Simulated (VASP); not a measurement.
# BeAl2H2C (P4/mmm) in VASP: notebook

The runs below take BeAl2H2C through relaxation of cell and atoms, single point, with PBE.

All numbers are computed with VASP 6.6.1; they aren't measurements. Logs are shortened: lines on timing, memory, paths and dates and some standing lists are left out, and cuts for length are marked.

## Step 1: The cell of the first run

It takes space group P4/mmm (No. 123, tetragonal). Conventional cell: a = 3.722 Å, b = 3.722 Å, c = 5.005 Å, α = 90.00°, β = 90.00°, γ = 90.00°. Be (site symmetry 4/mmm) has 4 H at 1.86 Å within 2.5 Å. Al (site symmetry 4mm) has 4 H at 2.25 Å and 2 Al at 2.47 to 2.54 Å and 4 C at 2.91 Å and 4 Be at 2.92 Å within 3.0 Å. Within 2.5 Å of H (site symmetry mmm) lie 2 Be at 1.86 Å and 4 Al at 2.25 Å. C (site symmetry 4/mmm) has 2 Be at 2.50 Å and 8 Al at 2.91 Å and 8 H at 3.12 Å within 3.3 Å.

## Step 2: Relaxation of cell and atoms, PBE

INCAR

```
PREC = Accurate ; ENCUT = 600
EDIFF = 1E-7 ; ISMEAR = 0
SIGMA = 0.1 ; LREAL = F
LASPH = T ; NELM = 60
ALGO = Normal ; ISIF = 3
LWAVE = F ; LCHARG = F
GGA = PE ; IBRION = 2
NSW = 90 ; EDIFFG = -0.04
```

KPOINTS

```
regular mesh
0
Gamma
  6 6 4
```

POSCAR

```
BeAl2H2C
1.0
    3.7223774500      0.0000000000      0.0000000000
    0.0000000000      3.7223774500      0.0000000000
    0.0000000000      0.0000000000      5.0049869000
Be Al H C
1 2 2 1
Direct
    0.0000000000      0.0000000000      0.0000000000
    0.5000000000      0.5000000000      0.2536999900
    0.5000000000      0.5000000000      0.7463000100
    0.0000000000      0.5000000000      0.0000000000
    0.5000000000      0.0000000000      0.0000000000
    0.0000000000      0.0000000000      0.5000000000
```

Potentials or basis: VASP PAW PBE potentials, release 64 (Be, Al, H, C).

On the command line:

```console
cat potpaw_PBE.64/Be/POTCAR potpaw_PBE.64/Al/POTCAR potpaw_PBE.64/H/POTCAR potpaw_PBE.64/C/POTCAR > POTCAR
mpirun -np 1 vasp_std > vasp.out
```

OUTCAR:

```text
PREC = Accurate
   ENCUT = 600
   EDIFF = 1E-7
   ISMEAR = 0
   LREAL = F
   LASPH = T
   NELM = 60
   ISIF = 3
   GGA = PE
   IBRION = 2
   NSW = 90
   EDIFFG = -0.04

 ion  position               nearest neighbor table
   1  0.000  0.000  0.000-
   2  0.500  0.500  0.254-   3 2.47   3 2.54
   3  0.500  0.500  0.746-   2 2.47   2 2.54
   4  0.000  0.500  0.000-
   5  0.500  0.000  0.000-
   6  0.000  0.000  0.500-

  LATTYP: Found a simple tetragonal cell.
 ALAT       =     3.7223774500
 C/A-ratio  =     1.3445672738

  Lattice vectors:

 A1 = (   3.7223774500,   0.0000000000,   0.0000000000)
 A2 = (   0.0000000000,   3.7223774500,   0.0000000000)
 A3 = (   0.0000000000,   0.0000000000,   5.0049869000)

Analysis of symmetry for initial positions (statically):
=====================================================================
 Subroutine PRICEL returns:
 Original cell was already a primitive cell.

 Routine SETGRP: Setting up the symmetry group for a
 simple tetragonal supercell.

 Subroutine GETGRP returns: Found 16 space group operations
 (whereof 16 operations were pure point group operations)
 out of a pool of 16 trial point group operations.

The static configuration has the point symmetry D_4h.

Analysis of symmetry for dynamics (positions and initial velocities):
=====================================================================
 Subroutine PRICEL returns:
 Original cell was already a primitive cell.

 Routine SETGRP: Setting up the symmetry group for a
 simple tetragonal supercell.

 Subroutine GETGRP returns: Found 16 space group operations
 (whereof 16 operations were pure point group operations)
 out of a pool of 16 trial point group operations.

The dynamic configuration has the point symmetry D_4h.

 Subroutine INISYM returns: Found 16 space group operations
 (whereof 16 operations are pure point group operations),
 and found     1 'primitive' translations

----------------------------------------------------------------------------------------

                                     Primitive cell

  volume of cell :      69.3496

  direct lattice vectors                    reciprocal lattice vectors
     3.722377450  0.000000000  0.000000000     0.268645513  0.000000000  0.000000000
     0.000000000  3.722377450  0.000000000     0.000000000  0.268645513  0.000000000
     0.000000000  0.000000000  5.004986900     0.000000000  0.000000000  0.199800723

  length of vectors
[... 92 lines left out ...]
   EDIFFG = -.4E-01   stopping-criterion for IOM
   NSW    =     90    number of steps for IOM
   IBRION =      2    ionic relax: 0-MD 1-quasi-New 2-CG
   NFREE  =      1    steps in history (QN), initial steepest desc. (CG)
   ISIF   =      3    stress and relaxation
   ISYM   =      2    0-nonsym 1-usesym 2-fastsym
   POTIM  = 0.5000    time-step for ionic-motion
   TEBEG  =    0.0;   TEEND  =   0.0 temperature during run
   PSTRESS=    0.0 pullay stress
   NELECT =      14.0000    total number of electrons
   NUPDOWN=      -1.0000    fix difference up-down
   EMIN   =  10.00;   EMAX   =-10.00  energy-range for DOS
   EFERMI =   0.00;   METHOD = LEGACY
   ISMEAR =     0;   SIGMA  =   0.10  broadening in eV -4-tet -1-fermi 0-gaus
   EFERMI_NEDOS =   21; number of points for ismear=-14 and -15
   IALGO  =     38    algorithm
   IMIX   =      4    mixing-type and parameters
     AMIX     =   0.40;   BMIX     =  1.00
     AMIX_MAG =   1.60;   BMIX_MAG =  1.00
  volume/ion in A,a.u.               =      11.56        78.00
  Fermi-wavevector in a.u.,A,eV,Ry     =   0.960365  1.814826 12.548662  0.922301
  Thomas-Fermi vector in A             =   2.089643
   LORBIT       =      0    0 simple, 1 ext, 2 COOP (PROOUT), +10 PAW based schemes
   GGA     = PE    functional components
   LHFCALC =     F    Hartree Fock is set to
   AEXX    =    0.0000 exact exchange contribution
   IVDW    =     0    specifies the selected vdW correction
   LEPSILON=     F    determine dielectric tensor
   LRPA    =     F    only Hartree local field effects (RPA)
 conjugate gradient relaxation of ions
 non-spin polarized calculation
 Gauss-broadening in eV      SIGMA  =   0.10
  energy-cutoff  :      600.00
  volume of cell :       69.35
 maximum number of plane-waves:      2363
 NGX is ok and might be reduce to    30
   NGX = 15   NGY = 15   NGZ = 19

--------------------------------------- Ionic step        1  -------------------------------------------

 number of electron      14.0000001 magnetization

 Free energy of the ion-electron system (eV)
  ---------------------------------------------------
  ext. energy  EPLUGINS =         0.00000000
  ---------------------------------------------------
  free energy    TOTEN  =       -20.62135158 eV

  energy without entropy =      -20.61187846  energy(sigma->0) =      -20.61661502

 E-fermi :   4.9084     XC(G=0):  -9.6878

 val. band max:        4.8698672024   @ k =   0.5000   0.0000   0.2500
 cond. band min:       4.9551212835   @ k =   0.1667   0.0000   0.2500
 fundamental gap:      0.0852540811
 Fermi energy:         4.9083577215

 k-point     1 :       0.0000    0.0000    0.0000
  band No.  band energies     occupation
      1      -6.6676      2.00000
      2      -3.1232      2.00000
      3       0.3915      2.00000
      4       1.7908      2.00000
      5       2.6524      2.00000
      6       3.3667      2.00000
      7       3.3667      2.00000
      8       6.6409      0.00000
      9       6.6409      0.00000
     10       7.5419      0.00000
     11       7.6259      0.00000
[... 435 lines left out ...]
  FREE ENERGIE OF THE ION-ELECTRON SYSTEM (eV)
  ---------------------------------------------------
  free  energy   TOTEN  =       -21.6676016229 eV

  energy  without entropy=      -21.6612615482  energy(sigma->0) =      -21.66443159

[... ionic steps 4 to 8 ...]

--------------------------------------- Ionic step        9  -------------------------------------------

 number of electron      13.9999999 magnetization

------------------------ aborting loop because EDIFF is reached ----------------------------------------
[... 75 lines left out ...]
--------------------------------------- Ionic step       11  -------------------------------------------

 number of electron      13.9999999 magnetization

 Free energy of the ion-electron system (eV)
  ---------------------------------------------------
  ext. energy  EPLUGINS =         0.00000000
  ---------------------------------------------------
  free energy    TOTEN  =       -21.79558640 eV

  energy without entropy =      -21.78326265  energy(sigma->0) =      -21.78942452

 E-fermi :   7.8096     XC(G=0): -10.7667

 val. band max:        7.7792998029   @ k =   0.3333   0.1667   0.5000
 cond. band min:       7.8193292756   @ k =   0.0000   0.0000   0.5000
 fundamental gap:      0.0400294726
 Fermi energy:         7.8095731943

 k-point     1 :       0.0000    0.0000    0.0000
  band No.  band energies     occupation
      1      -6.1538      2.00000
      2      -1.9639      2.00000
      3       1.2944      2.00000
      4       4.2215      2.00000
      5       5.9892      2.00000
      6       5.9892      2.00000
      7       7.0766      2.00000
      8       9.4569      0.00000
      9       9.4569      0.00000
     10      11.5389      0.00000
     11      12.9638      0.00000
[... 355 lines left out ...]
  FREE ENERGIE OF THE ION-ELECTRON SYSTEM (eV)
  ---------------------------------------------------
  free  energy   TOTEN  =       -21.7955863981 eV

  energy  without entropy=      -21.7832626519  energy(sigma->0) =      -21.78942452

 reached required accuracy - stopping structural energy minimisation
```

Run time: 78 s. Hardware: 1 thread of Intel Xeon 6975P-C (Granite Rapids), shared host; peak memory 0.21 GiB.

Results:

- Free energy: -21.7956 eV
- Relaxed volume: 8.66 Å³/atom
- Relaxed cell: a = 3.273 Å, b = 3.273 Å, c = 4.850 Å, α = 90.00°, β = 90.00°, γ = 90.00°
- Space group after relaxing (to 0.05 Å): P4/mmm (No. 123)
- Energy gained by relaxing: 195.7 meV/atom
- Ionic steps: 11
- Pressure after relaxing: 0.1 GPa
- Largest force after relaxing: 0.028 eV/Å
- Band gap on the k mesh: zero (band 7 reaches 9.03 eV, above the bottom of band 8 at 4.14 eV)

Forces on the atoms (eV/Å):
```
Be   0.000  0.000  0.000
Al   0.000  0.000  0.028
Al   0.000  0.000 -0.028
H    0.000  0.000  0.000
H    0.000  0.000  0.000
C    0.000  0.000  0.000
```

Stress tensor (GPa, compression positive):
```
0.02 0.00 0.00
0.00 0.02 0.00
0.00 0.00 0.15
```

Step by step:
```csv
step,energy change (eV),largest force (eV/Å),pressure (GPa),volume (Å³)
1,0.0000,0.5826,-15.92,69.35
2,-0.8976,0.1807,-8.19,58.44
3,-1.0463,0.8147,-1.89,53.93
4,-1.0512,0.9801,-0.22,52.99
5,-1.0842,1.5457,3.00,50.75
6,-1.1261,0.5334,1.09,51.74
7,-1.1604,0.1162,0.77,51.79
8,-1.1719,0.1815,0.39,51.83
9,-1.1721,0.2165,0.36,51.84
10,-1.1727,0.2511,-0.20,52.03
11,-1.1742,0.0279,0.06,51.94
```

Final structure:
```yaml
crystal:
  lattice:
    - [3.27254, 0.00000, 0.00000]
    - [0.00000, 3.27254, 0.00000]
    - [0.00000, 0.00000, 4.84958]
  atoms:
    - { symbol: Be, position: [0.00000, 0.00000, 0.00000] }
    - { symbol: Al, position: [0.50000, 0.50000, 0.26391] }
    - { symbol: Al, position: [0.50000, 0.50000, 0.73609] }
    - { symbol: H, position: [0.00000, 0.50000, 0.00000] }
    - { symbol: H, position: [0.50000, 0.00000, 0.00000] }
    - { symbol: C, position: [0.00000, 0.00000, 0.50000] }
```

Caveat: the volume moved by over 15 % at a fixed basis, so the end points are rough.

## Step 3: Single point, PBE

This run uses another cell than the first one, of 9.11 Å³/atom, 0.788 times its volume.

INCAR

```
ALGO     = Normal         # electronic algorithm
EDIFF    = 1E-6           # SCF threshold, eV
ENCUT    = 520            # plane-wave cutoff, eV
GGA      = PE             # functional
ISIF     = 2              # what is computed and relaxed
ISMEAR   = 0              # smearing method
LASPH    = True           # aspherical terms in the spheres
LCHARG   = False          # write CHGCAR
LREAL    = False          # projectors in reciprocal space
LWAVE    = False          # write WAVECAR
NBANDS   = 16             # bands
NELM     = 80             # most SCF steps
PREC     = Accurate       # precision mode
SIGMA    = 0.1            # smearing width, eV
```

KPOINTS

```
k-points
0
Gamma
  12 12 8
```

POSCAR

```
BeAl2H2C
1.0
    2.8486813934      0.0000000000      0.0000000000
    0.0000000000      2.8486813934      0.0000000000
    0.0000000000      0.0000000000      6.7384035482
Be Al H C
1 2 2 1
Direct
    0.0000000000      0.0000000000      0.0000000000
    0.5000000000      0.5000000000      0.3199527231
    0.5000000000      0.5000000000      0.6800472769
    0.0000000000      0.5000000000      0.0000000000
    0.5000000000      0.0000000000      0.0000000000
    0.0000000000      0.0000000000      0.5000000000
```

Potentials or basis: VASP PAW PBE potentials, release 64 (Be, Al, H, C).

On the command line:

```console
cat potpaw_PBE.64/Be/POTCAR potpaw_PBE.64/Al/POTCAR potpaw_PBE.64/H/POTCAR potpaw_PBE.64/C/POTCAR > POTCAR
mpirun -np 1 vasp_std > vasp.out
```

It took 34 s on 1 thread of Intel Xeon 6975P-C (Granite Rapids), shared host; peak memory 0.26 GiB.

It converged, with:

```yaml
Free_energy: -22.8620 eV
Pressure: 0.0 GPa
Largest_force: 0.003 eV/Å
Band_gap_on_the_k_mesh: zero (band 7 reaches 8.13 eV, above the bottom of band 8 at 6.49 eV)
```

Forces in eV/Å, atoms in the order of the input:
```
Be   0.000  0.000  0.000
Al   0.000  0.000 -0.003
Al   0.000  0.000  0.003
H    0.000  0.000  0.000
H    0.000  0.000  0.000
C    0.000  0.000  0.000
```

Stress tensor (GPa, compression positive):
```
 0.01  0.00  0.00
 0.00  0.01  0.00
 0.00  0.00 -0.09
```

Levels at points of the mesh, in eV from the Fermi level:
```
           k point  band 3  band 4  band 5  band 6  band 7  band 8  band 9  band 10  band 11  band 12
(0.00, 0.00, 0.00)   -8.48   -1.43   -0.84   -0.32   -0.32    0.39    3.40     4.76     4.76     6.31
(0.50, 0.00, 0.00)   -7.48   -7.04   -4.99   -3.11    0.98    1.33    2.47     2.77     5.79     6.86
(0.50, 0.50, 0.00)   -6.62   -5.21   -5.21   -2.36   -2.08    0.40    0.40     0.90     0.94     2.25
(0.00, 0.00, 0.50)   -6.48   -5.30   -0.31   -0.31    0.41    3.09    3.21     4.61     4.61     5.92
(0.50, 0.00, 0.50)   -8.35   -7.49   -3.60   -1.35   -1.02   -0.66    0.99     5.80     6.79     7.25
(0.50, 0.50, 0.50)   -6.46   -5.52   -5.52   -2.21   -2.19   -0.04    1.78     1.78     1.89     2.81
```

## Step 4: Single point, PBE, collinear spin, ferromagnetic start

INCAR

```
SYSTEM = BeAl2H2C
ALGO = Normal ; EDIFF = 1E-6
ENCUT = 520 ; GGA = PE
ISIF = 2 ; ISMEAR = 0
ISPIN = 2 ; LASPH = .TRUE.
LCHARG = .FALSE. ; LORBIT = 11
LREAL = .FALSE. ; LWAVE = .FALSE.
MAGMOM = 0 0 0 0 0 1 ; NBANDS = 20
NELM = 150 ; PREC = Accurate
SIGMA = 0.1
```

KPOINTS

```
k-points
0
G
  6 6 4
  0 0 0
```

POSCAR

```
BeAl2H2C
1.0
    3.7223774500      0.0000000000      0.0000000000
    0.0000000000      3.7223774500      0.0000000000
    0.0000000000      0.0000000000      5.0049869000
Be Al H C
1 2 2 1
Direct
    0.0000000000      0.0000000000      0.0000000000
    0.5000000000      0.5000000000      0.2536999900
    0.5000000000      0.5000000000      0.7463000100
    0.0000000000      0.5000000000      0.0000000000
    0.5000000000      0.0000000000      0.0000000000
    0.0000000000      0.0000000000      0.5000000000
```

On the command line:

```console
cat potpaw_PBE.64/Be/POTCAR potpaw_PBE.64/Al/POTCAR potpaw_PBE.64/H/POTCAR potpaw_PBE.64/C/POTCAR > POTCAR
mpirun -np 1 vasp_std > vasp.out
```

Wall time 29 s (1 thread of Intel Xeon 6975P-C (Granite Rapids), shared host); peak memory 0.23 GiB.

The run converged. Its results:

```yaml
Free_energy: -20.6207 eV
Pressure: -15.9 GPa
Largest_force: 0.583 eV/Å
Band_gap_on_the_k_mesh: zero (filled and empty bands overlap)
Net_moment: 0.00 μB per cell
Valence_electrons_inside_the_program's_atomic_spheres: Be 0.75; Al 0.71; H 0.50; C 2.05
```

Forces in eV/Å, atoms in the order of the input:
```
Be   0.000  0.000  0.000
Al   0.000  0.000  0.583
Al   0.000  0.000 -0.583
H    0.000  0.000  0.000
H    0.000  0.000  0.000
C    0.000  0.000  0.000
```

Stress tensor (GPa, compression positive):
```
-16.80   0.00   0.00
  0.00 -16.80   0.00
  0.00   0.00 -14.24
```

Levels at points of the mesh, in eV from the Fermi level:
Spin up:
| k point | band 5 | band 6 | band 7 | band 8 | band 9 | band 10 |
| --- | --- | --- | --- | --- | --- | --- |
| (0.00, 0.00, 0.00) | -2.26 | -1.54 | -1.54 | 1.73 | 1.73 | 2.63 |
| (0.50, 0.00, 0.00) | -2.92 | -0.84 | -0.23 | 0.52 | 2.03 | 3.07 |
| (0.50, 0.50, 0.00) | -1.91 | -1.75 | -1.75 | -1.32 | -0.89 | 1.51 |
| (0.00, 0.00, 0.50) | -0.95 | -0.63 | -0.63 | -0.04 | -0.04 | 1.52 |
| (0.50, 0.00, 0.50) | -0.46 | 0.22 | 0.74 | 1.24 | 2.12 | 2.24 |
| (0.50, 0.50, 0.50) | -3.87 | -3.48 | -3.15 | -3.15 | 2.88 | 4.16 |
Spin down:
```csv
k point,band 5,band 6,band 7,band 8,band 9,band 10
"(0.00, 0.00, 0.00)",-2.26,-1.54,-1.54,1.73,1.73,2.63
"(0.50, 0.00, 0.00)",-2.92,-0.84,-0.23,0.52,2.03,3.07
"(0.50, 0.50, 0.00)",-1.91,-1.75,-1.75,-1.32,-0.89,1.51
"(0.00, 0.00, 0.50)",-0.95,-0.63,-0.63,-0.04,-0.04,1.52
"(0.50, 0.00, 0.50)",-0.46,0.22,0.74,1.24,2.12,2.24
"(0.50, 0.50, 0.50)",-3.87,-3.48,-3.15,-3.15,2.88,4.16
```

## Step 5: Summary

| task | spin | cell | k mesh | cutoff (eV) | gap on the mesh (eV) | pressure (GPa) | largest force (eV/Å) |
| --- | --- | --- | --- | --- | --- | --- | --- |
| relaxation of cell and atoms | off | relaxed from a = 3.722, b = 3.722, c = 5.005 Å, 6 atoms | 6 × 6 × 4 | 600 | none | 0.1 | 0.03 |
| single point | off | a = 2.849, b = 2.849, c = 6.738 Å, 6 atoms | 12 × 12 × 8 | 520 | none | 0.0 | - |
| single point | collinear, ferromagnetic start | a = 3.722, b = 3.722, c = 5.005 Å, 6 atoms | 6 × 6 × 4 | 520 | none | -15.9 | 0.58 |

Alike in all rows: level PBE; potentials or basis VASP PAW PBE potentials, release 64 (Be, Al, H, C); smearing gaussian 0.1 eV.

Caveats: the volume moved by over 15 % at a fixed basis, so the end points are rough (some runs).

Total energies depend on the potentials used, so only differences within one code and one set of settings carry meaning.
